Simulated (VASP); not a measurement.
# GaP (dlda) (F-43m) in VASP: vibrations by perturbation theory with LDA

Aim: the vibrations by perturbation theory of GaP (dlda) with LDA.

All numbers are computed with VASP 6.6.1; they aren't measurements. Logs are shortened: lines on timing, memory, paths and dates and some standing lists are left out, and cuts for length are marked.

## 1. The cell of the first run

It takes space group F-43m (No. 216, cubic). The conventional cell has a = 5.391 Å, b = 5.391 Å, c = 5.391 Å, α = 90.00°, β = 90.00°, γ = 90.00°. Within 3.1 Å of Ga (site symmetry -43m) lie 4 P at 2.33 Å. Within 3.1 Å of P (site symmetry -43m) lie 4 Ga at 2.33 Å.

## 2. Vibrations by perturbation theory, LDA

Input file INCAR:

```
  PREC = Accurate
  ENCUT = 520
  EDIFF = 1E-8
  ISMEAR = 0
  SIGMA = 0.01
  LREAL = False
  LASPH = True
  NELM = 80
  ALGO = Normal
  ISIF = 2
  LWAVE = False
  LCHARG = False
  GGA = CA
  NBANDS = 16
  IBRION = 8
  NSW = 1
  LEPSILON = True
```

Input file KPOINTS:

```
regular mesh
0
Gamma
  8 8 8
```

Input file POSCAR:

```
GaP
1.0
    0.0000000000      2.6957094397      2.6957094397
    2.6957094397      0.0000000000      2.6957094397
    2.6957094397      2.6957094397      0.0000000000
Ga P
1 1
Direct
    0.0000000000      0.0000000000      0.0000000000
    0.7500000000      0.7500000000      0.7500000000
```

Potentials or basis: VASP PAW LDA potentials, release 64 (Ga_d, P).

On the command line:

```console
cat potpaw_LDA.64/Ga_d/POTCAR potpaw_LDA.64/P/POTCAR > POTCAR
mpirun -np 1 vasp_std > vasp.out
```

OUTCAR:

```text
PREC = Accurate
   ENCUT = 520
   EDIFF = 1E-8
   ISMEAR = 0
   LREAL = False
   LASPH = True
   NELM = 80
   ISIF = 2
   GGA = CA
   IBRION = 8
   NSW = 1
   LEPSILON = True

 ion  position               nearest neighbor table
   1  0.000  0.000  0.000-   2 2.33   2 2.33   2 2.33   2 2.33
   2  0.750  0.750  0.750-   1 2.33   1 2.33   1 2.33   1 2.33

  LATTYP: Found a face centered cubic cell.
 ALAT       =     5.3914188794

  Lattice vectors:

 A1 = (   0.0000000000,   2.6957094397,   2.6957094397)
 A2 = (   2.6957094397,   0.0000000000,   2.6957094397)
 A3 = (   2.6957094397,   2.6957094397,   0.0000000000)

Analysis of symmetry for initial positions (statically):
=====================================================================
 Subroutine PRICEL returns:
 Original cell was already a primitive cell.

 Routine SETGRP: Setting up the symmetry group for a
 face centered cubic supercell.

 Subroutine GETGRP returns: Found 24 space group operations
 (whereof 24 operations were pure point group operations)
 out of a pool of 48 trial point group operations.

The static configuration has the point symmetry T_d .

Analysis of symmetry for dynamics (positions and initial velocities):
=====================================================================
 Subroutine PRICEL returns:
 Original cell was already a primitive cell.

 Routine SETGRP: Setting up the symmetry group for a
 face centered cubic supercell.

 Subroutine GETGRP returns: Found 24 space group operations
 (whereof 24 operations were pure point group operations)
 out of a pool of 48 trial point group operations.

The dynamic configuration has the point symmetry T_d .

 Subroutine INISYM returns: Found 24 space group operations
 (whereof 24 operations are pure point group operations),
 and found     1 'primitive' translations

----------------------------------------------------------------------------------------

                                     Primitive cell

  volume of cell :      39.1786

  direct lattice vectors                    reciprocal lattice vectors
     0.000000000  2.695709440  2.695709440    -0.185479931  0.185479931  0.185479931
     2.695709440  0.000000000  2.695709440     0.185479931 -0.185479931  0.185479931
     2.695709440  2.695709440  0.000000000     0.185479931  0.185479931 -0.185479931

  length of vectors
     3.812308850  3.812308850  3.812308850     0.321260664  0.321260664  0.321260664

  position of ions in fractional coordinates (direct lattice)
     0.000000000  0.000000000  0.000000000
     0.750000000  0.750000000  0.750000000

  ion indices of the primitive-cell ions
   primitive index   ion index
                 1           1
                 2           2

----------------------------------------------------------------------------------------

 KPOINTS: regular mesh

Automatic generation of k-mesh.
 Grid dimensions read from file:
 generate k-points for:    8    8    8

 Generating k-lattice:

  Cartesian coordinates                     Fractional coordinates (reciprocal lattice)
    -0.023184991  0.023184991  0.023184991     0.125000000  0.000000000  0.000000000
     0.023184991 -0.023184991  0.023184991     0.000000000  0.125000000  0.000000000
     0.023184991  0.023184991 -0.023184991     0.000000000  0.000000000  0.125000000

  Length of vectors
     0.040157583  0.040157583  0.040157583

  Shift w.r.t. Gamma in fractional coordinates (k-lattice)
     0.000000000  0.000000000  0.000000000

 Subroutine IBZKPT returns following result:
 ===========================================

 Found     29 irreducible k-points:

 Following reciprocal coordinates:
            Coordinates               Weight
  0.000000  0.000000  0.000000      1.000000
  0.125000  0.000000  0.000000      8.000000
[... 560 lines left out ...]
      direct lattice vectors                 reciprocal lattice vectors
     0.000000000  2.695709440  2.695709440    -0.185479931  0.185479931  0.185479931
     2.695709440  0.000000000  2.695709440     0.185479931 -0.185479931  0.185479931
     2.695709440  2.695709440  0.000000000     0.185479931  0.185479931 -0.185479931

 POSITION                                       TOTAL-FORCE (eV/Angst)
 -----------------------------------------------------------------------------------
      0.00000      0.00000      0.00000         0.000000      0.000000      0.000000
      4.04356      4.04356      4.04356        -0.000000     -0.000000     -0.000000
 -----------------------------------------------------------------------------------
    total drift:                               -0.000000     -0.000000     -0.000000

  FREE ENERGIE OF THE ION-ELECTRON SYSTEM (eV)
  ---------------------------------------------------
  free  energy   TOTEN  =       -10.4507685098 eV

  energy  without entropy=      -10.4507685098  energy(sigma->0) =      -10.45076851

 HEAD OF MICROSCOPIC STATIC DIELECTRIC TENSOR (INDEPENDENT PARTICLE, excluding Hartree and local field effects)
 ------------------------------------------------------
          12.183170    -0.000000     0.000000
           0.000000    12.183170     0.000000
           0.000000     0.000000    12.183170
 ------------------------------------------------------

 Free energy of the ion-electron system (eV)
  ---------------------------------------------------
  ---------------------------------------------------
  free energy    TOTEN  =        -1.19323947 eV

  energy without entropy =       -1.19323947

------------------------ aborting loop because EDIFF is reached ----------------------------------------

--------------------------------------- Ionic step        2  -------------------------------------------

------------------------ aborting loop because EDIFF is reached ----------------------------------------

--------------------------------------- Ionic step        3  -------------------------------------------

------------------------ aborting loop because EDIFF is reached ----------------------------------------

 PIEZOELECTRIC TENSOR FIELD DIRECTION 3  (e Angst)
 -----------------------------------------------------------------------------
    -0.00023  1.92753  0.00000           (  0.00000  0.03836  0.00000)
     1.92753 -0.00023  0.00000           (  0.03836  0.00000  0.00000)
     0.00000  0.00000 -0.00135           (  0.00000  0.00000  0.00000)

 PIEZOELECTRIC TENSOR FIELD DIRECTION 3  (C/m^2)
 -----------------------------------------------------------------------------
    -0.00009  0.78825  0.00000
     0.78825 -0.00009  0.00000
     0.00000  0.00000 -0.00055

--------------------------------------- Ionic step        4  -------------------------------------------

------------------------ aborting loop because EDIFF is reached ----------------------------------------

[... ionic steps 5 to 6 ...]

--------------------------------------- Ionic step        7  -------------------------------------------

 Free energy of the ion-electron system (eV)
  ---------------------------------------------------
  ---------------------------------------------------
  free energy    TOTEN  =        -0.04766929 eV

  energy without entropy =       -0.04766929

------------------------ aborting loop because EDIFF is reached ----------------------------------------

 INTERNAL STRAIN TENSOR  FOR ION    2  DIRECTION 1   (eV/Angst):
 -----------------------------------------------------------------------------
    -0.01301  0.00000  0.00000
     0.00000  0.00862  7.74764
     0.00000  7.74764  0.00862

 MACROSCOPIC STATIC DIELECTRIC TENSOR (including local field effects in DFT)
 ------------------------------------------------------
          11.462558    -0.000000     0.000000
           0.000000    11.462558    -0.000000
           0.000000     0.000000    11.462558
 ------------------------------------------------------

 PIEZOELECTRIC TENSOR (including local field effects)  for field in x, y, z        (e  Angst)
          XX          YY          ZZ          XY          YZ          ZX
  --------------------------------------------------------------------------------
  x     0.00000     0.00000     0.00000     0.00000     1.93520     0.00000
  y    -0.00000     0.00000    -0.00000     0.00000     0.00000     1.93520
  z     0.00000     0.00000     0.00000     1.93520     0.00000     0.00000

 PIEZOELECTRIC TENSOR (including local field effects)  for field in x, y, z        (C/m^2)
          XX          YY          ZZ          XY          YZ          ZX
  --------------------------------------------------------------------------------
  x     0.00000     0.00000     0.00000     0.00000     0.79138     0.00000
  y    -0.00000     0.00000    -0.00000     0.00000     0.00000     0.79138
  z     0.00000     0.00000     0.00000     0.79138     0.00000     0.00000

 BORN EFFECTIVE CHARGES (including local field effects) (in |e|, cummulative output)
 ---------------------------------------------------------------------------------
 ion    1
    1     2.12101     0.00000     0.00000
    2     0.00000     2.12101     0.00000
    3    -0.00000    -0.00000     2.12101
 ion    2
    1    -2.12101     0.00000     0.00000
    2     0.00000    -2.12101     0.00000
    3     0.00000     0.00000    -2.12101

 INTERNAL STRAIN TENSOR FOR ION    2 for displacements in x,y,z  (eV/Angst):
          X           Y           Z          XY          YZ          ZX
  --------------------------------------------------------------------------------
  x    -0.00000    -0.00000    -0.00000     0.00000     7.74764     0.00000
  y    -0.00000    -0.00000    -0.00000     0.00000     0.00000     7.74764
  z    -0.00000    -0.00000    -0.00000     7.74764     0.00000     0.00000

 SECOND DERIVATIVES (NOT SYMMETRIZED)
 ------------------------------------
               1X          1Y          1Z          2X          2Y          2Z
  1X   -10.507068    0.000000    0.000000   10.507068    0.000000    0.000000
  1Y     0.000000  -10.507068    0.000000    0.000000   10.507068    0.000000
  1Z     0.000000    0.000000  -10.507068    0.000000    0.000000   10.507068
  2X    10.499917    0.000000    0.000000  -10.499917    0.000000    0.000000
  2Y     0.000000   10.499917    0.000000    0.000000  -10.499917    0.000000
  2Z     0.000000    0.000000   10.499917    0.000000    0.000000  -10.499917

 Eigenvectors and eigenvalues of the dynamical matrix
 ----------------------------------------------------

   1 f  =   10.939834 THz    68.737005 2PiTHz  364.913585 cm-1    45.243498 meV
             X         Y         Z           dx          dy          dz
      0.000000  0.000000  0.000000     0.000000    0.132600    0.538663
      4.043564  4.043564  4.043564     0.000000   -0.198877   -0.807903
[... 21 lines left out ...]
   6 f/i=    0.001719 THz     0.010799 2PiTHz    0.057331 cm-1     0.007108 meV
             X         Y         Z           dx          dy          dz
      0.000000  0.000000  0.000000     0.000000    0.126534   -0.822343
      4.043564  4.043564  4.043564     0.000000    0.084366   -0.548291

--------------------------------------------------------------------------------------------------------

 MACROSCOPIC STATIC DIELECTRIC TENSOR IONIC CONTRIBUTION
 ------------------------------------------------------
           1.978192     0.000000    -0.000000
           0.000000     1.978192    -0.000000
          -0.000000    -0.000000     1.978192
 ------------------------------------------------------

 ELASTIC MODULI CONTR FROM IONIC RELAXATION (kBar)
 Direction    XX          YY          ZZ          XY          YZ          ZX
 --------------------------------------------------------------------------------
 XX          -0.0000     -0.0000     -0.0000      0.0000      0.0000      0.0000
 YY          -0.0000     -0.0000     -0.0000      0.0000      0.0000      0.0000
 ZZ          -0.0000     -0.0000     -0.0000      0.0000      0.0000      0.0000
 XY           0.0000      0.0000      0.0000   -231.4667      0.0000      0.0000
 YZ           0.0000      0.0000      0.0000      0.0000   -231.4667      0.0000
 ZX           0.0000      0.0000      0.0000      0.0000      0.0000   -231.4667
 --------------------------------------------------------------------------------

 PIEZOELECTRIC TENSOR IONIC CONTR  for field in x, y, z        (C/m^2)
          XX          YY          ZZ          XY          YZ          ZX
  --------------------------------------------------------------------------------
  x     0.00000     0.00000     0.00000     0.00000    -0.63672     0.00000
  y     0.00000     0.00000     0.00000     0.00000     0.00000    -0.63672
  z     0.00000     0.00000     0.00000    -0.63672     0.00000     0.00000
```

Wall time 14 min (1 thread of AMD EPYC 7R13, shared host); peak memory 0.24 GiB.

Results:

```yaml
Electronic_dielectric_tensor_diagonal: 11.46
Born_charges_mean_of_the_diagonal: Ga +2.12; P -2.12 e
Highest_phonon_frequency_at_Γ_LO-TO_splitting_left_out: 365 cm⁻¹
```

Phonon frequencies in cm⁻¹ (negative: imaginary):
```
              q point        frequencies
(0.000, 0.000, 0.000)  0 0 0 365 365 365
```

Electronic dielectric tensor:
```
11.46  0.00  0.00
 0.00 11.46  0.00
 0.00  0.00 11.46
```

Born effective charge tensors (e):
atom 1, Ga
```
2.12 0.00 0.00
0.00 2.12 0.00
0.00 0.00 2.12
```
atom 2, P
```
-2.12  0.00  0.00
 0.00 -2.12  0.00
 0.00  0.00 -2.12
```
